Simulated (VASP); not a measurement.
# Rh (Fm-3m) in VASP: single point with PBEsol

Aim: the single point of Rh with PBEsol.

Program: VASP 6.6.1. These are calculated values, not measurements. Logs are shortened: lines on timing, memory, paths and dates and some standing lists are left out, and cuts for length are marked.

**1. The cell of the first run**

The structure is cubic, space group Fm-3m (No. 225). Conventional cell: a = 3.780 Å, b = 3.780 Å, c = 3.780 Å, α = 90.00°, β = 90.00°, γ = 90.00°. Rh (site symmetry m-3m) has 12 Rh at 2.67 Å within 3.5 Å.

**2. Single point, PBEsol (13.50 Å³/atom)**

POSCAR

```
Rh
1.0
    0.0000000000      1.8899992388      1.8899992388
    1.8899992388      0.0000000000      1.8899992388
    1.8899992388      1.8899992388      0.0000000000
Rh
1
Direct
    0.0000000000      0.0000000000      0.0000000000
```

INCAR.step1

```
SYSTEM = Rh
PREC = Accurate ; ENCUT = 520
EDIFF = 1E-6 ; ISMEAR = -1
SIGMA = 0.05 ; LREAL = .False.
LASPH = .True. ; NELM = 80
ALGO = Normal ; ISIF = 2
LWAVE = .False. ; LCHARG = .True.
LMAXMIX = 4 ; GGA = PS
NBANDS = 14
```

KPOINTS.step1

```
regular mesh
0
Gamma
  17 17 17
  0 0 0
```

INCAR.step2

```
SYSTEM = Rh
PREC = Accurate ; ENCUT = 520
EDIFF = 1E-6 ; ISMEAR = -5
SIGMA = 0.05 ; LREAL = .False.
LASPH = .True. ; NELM = 80
ALGO = Normal ; ISIF = 2
LWAVE = .False. ; LCHARG = .False.
LMAXMIX = 4 ; GGA = PS
LORBIT = 10 ; NBANDS = 14
NEDOS = 2001 ; ICHARG = 11
```

KPOINTS.step2

```
regular mesh
0
Gamma
  26 26 26
  0 0 0
```

Potentials or basis: VASP PAW PBE potentials, release 64 (Rh_pv).

Run with:

```bash
$ cat potpaw_PBE.64/Rh_pv/POTCAR > POTCAR
$ cp INCAR.step1 INCAR
$ cp KPOINTS.step1 KPOINTS
$ mpirun -np 1 vasp_std > vasp.out
$ cp INCAR.step2 INCAR
$ cp KPOINTS.step2 KPOINTS
$ mpirun -np 1 vasp_std > vasp.out
```

OUTCAR:

```text
SYSTEM = Rh
   PREC = Accurate
   ENCUT = 520
   EDIFF = 1E-6
   ISMEAR = -5
   LREAL = .False.
   LASPH = .True.
   NELM = 80
   ISIF = 2
   GGA = PS
   LORBIT = 10
   ICHARG = 11

 ion  position               nearest neighbor table
   1  0.000  0.000  0.000-

  LATTYP: Found a face centered cubic cell.
 ALAT       =     3.7799984776

  Lattice vectors:

 A1 = (   0.0000000000,   1.8899992388,   1.8899992388)
 A2 = (   1.8899992388,   0.0000000000,   1.8899992388)
 A3 = (   1.8899992388,   1.8899992388,   0.0000000000)

Analysis of symmetry for initial positions (statically):
=====================================================================
 Subroutine PRICEL returns:
 Original cell was already a primitive cell.

 Routine SETGRP: Setting up the symmetry group for a
 face centered cubic supercell.

 Subroutine GETGRP returns: Found 48 space group operations
 (whereof 48 operations were pure point group operations)
 out of a pool of 48 trial point group operations.

The static configuration has the point symmetry O_h .

Analysis of symmetry for dynamics (positions and initial velocities):
=====================================================================
 Subroutine PRICEL returns:
 Original cell was already a primitive cell.

 Routine SETGRP: Setting up the symmetry group for a
 face centered cubic supercell.

 Subroutine GETGRP returns: Found 48 space group operations
 (whereof 48 operations were pure point group operations)
 out of a pool of 48 trial point group operations.

The dynamic configuration has the point symmetry O_h .

 Subroutine INISYM returns: Found 48 space group operations
 (whereof 48 operations are pure point group operations),
 and found     1 'primitive' translations

----------------------------------------------------------------------------------------

                                     Primitive cell

  volume of cell :      13.5025

  direct lattice vectors                    reciprocal lattice vectors
     0.000000000  1.889999239  1.889999239    -0.264550371  0.264550371  0.264550371
     1.889999239  0.000000000  1.889999239     0.264550371 -0.264550371  0.264550371
     1.889999239  1.889999239  0.000000000     0.264550371  0.264550371 -0.264550371

  length of vectors
     2.672862556  2.672862556  2.672862556     0.458214684  0.458214684  0.458214684

  position of ions in fractional coordinates (direct lattice)
     0.000000000  0.000000000  0.000000000

  ion indices of the primitive-cell ions
   primitive index   ion index
                 1           1

----------------------------------------------------------------------------------------

 KPOINTS: regular mesh

Automatic generation of k-mesh.
 Grid dimensions read from file:
 generate k-points for:   26   26   26

 Generating k-lattice:

  Cartesian coordinates                     Fractional coordinates (reciprocal lattice)
    -0.010175014  0.010175014  0.010175014     0.038461538  0.000000000  0.000000000
     0.010175014 -0.010175014  0.010175014     0.000000000  0.038461538  0.000000000
     0.010175014  0.010175014 -0.010175014     0.000000000  0.000000000  0.038461538

  Length of vectors
     0.017623642  0.017623642  0.017623642

  Shift w.r.t. Gamma in fractional coordinates (k-lattice)
     0.000000000  0.000000000  0.000000000

 TETIRR: Found   2360 inequivalent tetrahedra from   105456

 Subroutine IBZKPT returns following result:
 ===========================================

 Found    511 irreducible k-points:

 Following reciprocal coordinates:
            Coordinates               Weight
  0.000000  0.000000  0.000000      1.000000
  0.038462  0.000000  0.000000      8.000000
  0.076923  0.000000  0.000000      8.000000
  0.115385  0.000000  0.000000      8.000000
  0.153846  0.000000  0.000000      8.000000
  0.192308  0.000000  0.000000      8.000000
[... 16 lines left out ...]
  0.346154  0.038462  0.000000     24.000000
  0.384615  0.038462  0.000000     24.000000
 [... further k-points ...]
   k-points           NKPTS =    511   k-points in BZ     NKDIM =    511   number of bands    NBANDS=     14
   number of dos      NEDOS =   2001   number of ions     NIONS =      1
   total plane-waves  NPLWV =   8000
   dimension x,y,z NGX =    20 NGY =   20 NGZ =   20
   dimension x,y,z NGXF=    40 NGYF=   40 NGZF=   40
   ions per type =               1
   NGX,Y,Z   is equivalent  to a cutoff of  12.44, 12.44, 12.44 a.u.
   NGXF,Y,Z  is equivalent  to a cutoff of  24.88, 24.88, 24.88 a.u.
 SYSTEM =  Rh
   PREC   = accura    normal or accurate (medium, high low for compatibility)
   ISTART =      0    job   : 0-new  1-cont  2-samecut
   ICHARG =     11    charge: 1-file 2-atom 10-const
   ISPIN  =      1    spin polarized calculation?
   LNONCOLLINEAR =      F non collinear calculations
   LSORBIT =      F    spin-orbit coupling
   LASPH  =      T    aspherical Exc in radial PAW
   ENCUT  =  520.0 eV  38.22 Ry    6.18 a.u.   4.97  4.97  4.97*2*pi/ulx,y,z
   NELM   =     80;   NELMIN=  2; NELMDL=  0     # of ELM steps
   EDIFF  = 0.1E-05   stopping-criterion for ELM
   LREAL  =      F    real-space projection
   EDIFFG = 0.1E-04   stopping-criterion for IOM
   NSW    =      0    number of steps for IOM
   IBRION =     -1    ionic relax: 0-MD 1-quasi-New 2-CG
   NFREE  =      0    steps in history (QN), initial steepest desc. (CG)
   ISIF   =      2    stress and relaxation
   ISYM   =      2    0-nonsym 1-usesym 2-fastsym
   POTIM  = 0.5000    time-step for ionic-motion
   TEBEG  =    0.0;   TEEND  =   0.0 temperature during run
   PSTRESS=    0.0 pullay stress
   NELECT =      15.0000    total number of electrons
   NUPDOWN=      -1.0000    fix difference up-down
   EMIN   =  10.00;   EMAX   =-10.00  energy-range for DOS
   EFERMI =   0.00;   METHOD = LEGACY
   ISMEAR =    -5;   SIGMA  =   0.05  broadening in eV -4-tet -1-fermi 0-gaus
   EFERMI_NEDOS =   21; number of points for ismear=-14 and -15
   IALGO  =     38    algorithm
   IMIX   =      4    mixing-type and parameters
     AMIX     =   0.40;   BMIX     =  1.00
     AMIX_MAG =   1.60;   BMIX_MAG =  1.00
  volume/ion in A,a.u.               =      13.50        91.12
  Fermi-wavevector in a.u.,A,eV,Ry     =   1.695510  3.204049 39.113393  2.874753
  Thomas-Fermi vector in A             =   2.776541
   LORBIT       =     10    0 simple, 1 ext, 2 COOP (PROOUT), +10 PAW based schemes
   GGA     = PS    functional components
   LHFCALC =     F    Hartree Fock is set to
   AEXX    =    0.0000 exact exchange contribution
   IVDW    =     0    specifies the selected vdW correction
   LEPSILON=     F    determine dielectric tensor
   LRPA    =     F    only Hartree local field effects (RPA)
 non-spin polarized calculation
 Fermi weights with tetrahedron method with Bloechl corrections
  energy-cutoff  :      520.00
  volume of cell :       13.50
 maximum number of plane-waves:       376

 number of electron      15.0000006 magnetization

 Free energy of the ion-electron system (eV)
  ---------------------------------------------------
  ext. energy  EPLUGINS =         0.00000000
  ---------------------------------------------------
  free energy    TOTEN  =        -8.13784265 eV

  energy without entropy =       -8.13784265  energy(sigma->0) =       -8.13784265

 E-fermi :  12.0935     XC(G=0): -14.3344

 val. band max:       12.1514528108   @ k =   0.3462   0.1538   0.0000
 cond. band min:      12.0327743758   @ k =   0.3462   0.0385   0.0000
 fundamental gap:     -0.1186784351
 Fermi energy:        12.0935259452

 k-point     1 :       0.0000    0.0000    0.0000
  band No.  band energies     occupation
      1     -34.2723      2.00000
      2     -34.2723      2.00000
      3     -34.2723      2.00000
      4       3.9008      2.00000
      5       8.9083      2.00000
      6       8.9083      2.00000
      7       8.9083      2.00000
      8      11.0826      2.00000
      9      11.0826      2.00000
     10      28.0081      0.00000
     11      32.4119      0.00000
     12      33.5629      0.00000
     13      33.5629      0.00000
     14      33.5629      0.00000

 k-point     2 :       0.0385    0.0000    0.0000
  band No.  band energies     occupation
      1     -34.2842      2.00000
      2     -34.2739      2.00000
      3     -34.2739      2.00000
      4       3.9620      2.00000
      5       8.8799      2.00000
      6       8.9328      2.00000
      7       8.9328      2.00000
      8      11.0682      2.00000
      9      11.0682      2.00000
     10      28.0998      0.00000
     11      32.4111      0.00000
     12      33.2032      0.00000
     13      33.6536      0.00000
     14      33.6536      0.00000

 k-point     3 :       0.0769    0.0000    0.0000
  band No.  band energies     occupation
      1     -34.3189      2.00000
      2     -34.2786      2.00000
      3     -34.2786      2.00000
      4       4.1421      2.00000
      5       8.8014      2.00000
      6       9.0021      2.00000
      7       9.0021      2.00000
      8      11.0304      2.00000
      9      11.0304      2.00000
     10      28.3618      0.00000
     11      32.3152      0.00000
     12      32.4378      0.00000
     13      33.9218      0.00000
     14      33.9218      0.00000
[... 324 lines left out ...]
 k-point    23 :       0.3462    0.0385    0.0000
  band No.  band energies     occupation
      1     -34.8644      2.00000
      2     -34.3632      2.00000
      3     -34.3534      2.00000
      4       5.9876      2.00000
      5       9.0571      2.00000
      6       9.1548      2.00000
      7       9.8340      2.00000
      8      11.8481      2.01978
      9      12.0328      0.98882
     10      24.6513      0.00000
     11      28.8384      0.00000
     12      32.4139      0.00000
     13      34.9837      0.00000
     14      36.0868      0.00000

 k-point    24 :       0.3846    0.0385    0.0000
  band No.  band energies     occupation
      1     -34.9374      2.00000
      2     -34.3723      2.00000
      3     -34.3653      2.00000
      4       5.9480      2.00000
      5       8.9539      2.00000
      6       9.0572      2.00000
      7      10.5546      2.00000
      8      12.2749      0.22093
      9      12.3026     -0.01448
     10      23.4129      0.00000
     11      28.3613      0.00000
     12      32.4142      0.00000
     13      34.3206      0.00000
     14      35.1239      0.00000

 [... further k-points ...]
[... 5 lines left out ...]
  --------------------------------------------------------------------------------------
  -------------------------------------------------------------------------------------
  Total       -0.1371005     -0.1371005     -0.1371005      0.0000000      0.0000000     -0.0000000
  in kB      -16.2680220    -16.2680220    -16.2680220      0.0000000      0.0000000     -0.0000000
  external PRESSURE =     -16.2680220 kB  Pullay stress =       0.0000000 kB

 VOLUME and BASIS-vectors are now :
 -----------------------------------------------------------------------------
  energy-cutoff  :      520.00
  volume of cell :       13.50
      direct lattice vectors                 reciprocal lattice vectors
     0.000000000  1.889999239  1.889999239    -0.264550371  0.264550371  0.264550371
     1.889999239  0.000000000  1.889999239     0.264550371 -0.264550371  0.264550371
     1.889999239  1.889999239  0.000000000     0.264550371  0.264550371 -0.264550371

 POSITION                                       TOTAL-FORCE (eV/Angst)
 -----------------------------------------------------------------------------------
      0.00000      0.00000      0.00000         0.000000      0.000000     -0.000000
 -----------------------------------------------------------------------------------
    total drift:                               -0.000000     -0.000000      0.000000

  FREE ENERGIE OF THE ION-ELECTRON SYSTEM (eV)
  ---------------------------------------------------
  free  energy   TOTEN  =        -8.1378426548 eV

  energy  without entropy=       -8.1378426548  energy(sigma->0) =       -8.13784265

 total charge

# of ion       s       p       d       tot
------------------------------------------
    1        0.417   6.318   7.072  13.807
```

Wall time 2 min (1 thread of Intel Xeon 8259CL, shared host); peak memory 0.2 GiB.

Results:

| Property | Result |
| --- | --- |
| Valence electrons inside the program's atomic spheres | Rh 13.81 |

Levels at points of the mesh, in eV from the Fermi level:
| k point | band 3 | band 4 | band 5 | band 6 | band 7 | band 8 | band 9 | band 10 | band 11 | band 12 |
| --- | --- | --- | --- | --- | --- | --- | --- | --- | --- | --- |
| (0.00, 0.00, 0.00) | -46.37 | -8.19 | -3.19 | -3.19 | -3.19 | -1.01 | -1.01 | 15.91 | 20.32 | 21.47 |
| (0.50, 0.00, 0.00) | -46.47 | -6.32 | -3.26 | -3.26 | 0.60 | 0.60 | 0.63 | 8.78 | 15.43 | 20.32 |
| (0.50, 0.50, 0.00) | -46.65 | -6.52 | -6.15 | 0.58 | 1.02 | 1.02 | 3.20 | 12.46 | 13.33 | 13.33 |

Caveat: the PAW data sets were made with another functional, which shifts forces and pressure a little; tetrahedron occupations give inexact forces and stress in metals.
